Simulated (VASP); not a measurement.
A run of VASP 6.6.1:

The input INCAR:

```
SYSTEM = MgB2
ALGO = Normal
EDIFF = 1E-7
EDIFFG = -0.001
ENCUT = 600
GGA = PS
IBRION = 2
ISIF = 3
ISMEAR = -1
LASPH = .TRUE.
LCHARG = .FALSE.
LREAL = .FALSE.
LWAVE = .FALSE.
NELM = 100
NSW = 80
PREC = Accurate
PSTRESS = 150.0
SIGMA = 0.15
```

File KPOINTS:

```
k-points
0
G
  15 15 12
  0 0 0
```

File POSCAR:

```
MgB2
1.0
    3.0385946376      0.0000000000      0.0000000000
   -1.5192973188      2.6315001480      0.0000000000
    0.0000000000      0.0000000000      3.4450968801
Mg B
1 2
Direct
    0.0000000000      0.0000000000      0.0000000000
    0.3333333333      0.6666666667      0.5000000000
    0.6666666667      0.3333333333      0.5000000000
```

Potentials or basis: VASP PAW PBE potentials, release 64 (Mg, B).

The run is started by

```sh
$ cat potpaw_PBE.64/Mg/POTCAR potpaw_PBE.64/B/POTCAR > POTCAR
$ mpirun -np 1 vasp_std > vasp.out
```

Hardware: 1 thread of Intel Xeon 8259CL (shared host).

Problem. How long does it take, and how much memory?

Solution. Run time: 110 s on 1 thread of Intel Xeon 8259CL, on a shared host, peak memory 0.2 GiB. Counts: scf iterations 45, k points 189, ion steps 7.
